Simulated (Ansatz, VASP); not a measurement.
AlGaN2 in VASP and in Ansatz

```xyz
4
Lattice="3.1409 0.0000 0.0000 0.0000 3.1409 0.0000 0.0000 0.0000 4.5566" Properties=species:S:1:pos:R:3 pbc="T T T"
Al    1.5704    1.5704    2.2783
Ga    0.0000    0.0000    0.0000
N     1.5704    0.0000    3.3639
N     0.0000    1.5704    1.1926
```

Change from the starting cell: strain +0.000 along x and y, +0.030 along z, atoms carried along.

Alike in both runs: task single point; functional r2SCAN; k mesh 8 × 8 × 6; occupations gaussian, width 0.05 eV; no spin polarisation.

```csv
,VASP,Ansatz
version,VASP 6.6.1,Ansatz 0.2.0
potentials or method,"VASP PAW PBE potentials, release 64 (Al, Ga_d, N_h), cutoff 910 eV","scalar-relativistic, plane waves, PAW"
valence electrons in the cell,26,26
```

```tsv
	VASP	Ansatz	Ansatz less VASP
gap on the k mesh at the Fermi level (eV)	3.09	3.08	-0.006
least direct gap on the mesh (eV)	3.09	3.08	-0.006
rms of the force components (eV/Å)	0.021	0.057	+0.0359
```

VASP's potentials were made for PBE, not for r2SCAN. Atom by atom the forces differ by 0.036 eV/Å (rms over components). With one functional, cell and mesh, what is left measures potentials, basis and numerics.

Noted on VASP's run: the cutoff is short for stress, so the pressure is rough.
